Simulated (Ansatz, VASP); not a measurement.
ZrC: VASP beside Ansatz

```xyz
2
Lattice="0.0000 2.2797 2.3502 2.2797 0.0000 2.3502 2.2797 2.2797 0.0000" Properties=species:S:1:pos:R:3 pbc="T T T"
Zr    2.2797    2.2797    2.3502
C     0.0000    0.0000    0.0000
```

Change from the starting cell: equal xx and yy strain of -3 %.

Alike in both runs: task single point; functional PBEsol; k mesh 15 × 15 × 15; occupations fermi-dirac, width 0.05 eV; no spin polarisation.

```csv
,VASP,Ansatz
version,VASP 6.6.1,Ansatz 0.2.0
potentials or method,"VASP PAW PBE potentials, release 64 (Zr_sv, C), cutoff 520 eV","all-electron LAPW, scalar-relativistic"
```

```csv
,VASP,Ansatz,Ansatz less VASP
pressure (GPa),11.3,10.9,-0.37
"traceless stress, the component that is largest in VASP (GPa)",-9.17,-9.11,+0.063
```

VASP's potentials were made for PBE, not for PBEsol. Ansatz ran all-electron here, and VASP with PAW potentials.
